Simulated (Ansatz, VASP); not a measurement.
InAs in VASP and in Ansatz

```
In As
1.0
     0.00000    2.83842    2.83842
     2.83842    0.00000    2.83842
     2.83842    2.83842    0.00000
In As
1 1
Direct
  0.50000 0.50000 0.50000
  0.00000 0.00000 0.00000
```

Alike in both runs: task single point; functional r2SCAN; k mesh 8 × 8 × 8; occupations fermi-dirac, width 0.05 eV; no spin polarisation.

|  | VASP | Ansatz |
| --- | --- | --- |
| version | VASP 6.6.1 | Ansatz 0.2.0 |
| potentials or method | VASP PAW PBE potentials, release 64 (In_d, As) | Ansatz PAW |
| plane-wave cutoff (eV) | 520 | 500 |
| valence electrons in the cell | 18 | 28 |

```csv
,VASP,Ansatz,Ansatz less VASP
gap on the k mesh at the Fermi level (eV),none,none,-
pressure (GPa),0.3,0.3,-0.10
```

VASP's potentials were made for PBE, not for r2SCAN. A gap of «none» marks a metal or a gap that the smearing closes. With one functional, cell and mesh, what is left measures potentials, basis and numerics. VASP's potentials hold 18 valence electrons a cell and Ansatz's 28, so a difference there can come from the potentials and not from the codes.
